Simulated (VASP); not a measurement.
A run of VASP 6.6.1 is set up as follows.

Contents of INCAR:

```
ALGO = Normal ; EDIFF = 1E-6
ENCUT = 520 ; ISIF = 2
ISMEAR = 0 ; ISPIN = 2
LASPH = T ; LCHARG = T
LELF = T ; LMAXMIX = 4
LORBIT = 11 ; LREAL = F
LVHAR = T ; LWAVE = F
MAGMOM = 2.44 ; NBANDS = 14
NELM = 150 ; PREC = Accurate
SIGMA = 0.1
```

Contents of KPOINTS:

```
k-points
0
Gamma
  20 20 20
```

File POSCAR:

```
Fe
1.0
   -1.3757900979      1.3757900979      1.3757900979
    1.3757900979     -1.3757900979      1.3757900979
    1.3757900979      1.3757900979     -1.3757900979
Fe
1
Direct
    0.0000000000      0.0000000000      0.0000000000
```

Potentials or basis: VASP PAW LDA potentials, release 64 (Fe).

The run is started by

```bash
$ cat potpaw_LDA.64/Fe/POTCAR > POTCAR
$ mpirun -np 1 vasp_std > vasp.out
```

Task: What does it give for the band gap on the k mesh?

Result: Zero (filled and empty bands overlap).

Task: Estimate the net moment.

Result: 1.98 μB per cell.

Task: What does it give for the site moments?

Result: Fe +1.95 μB.
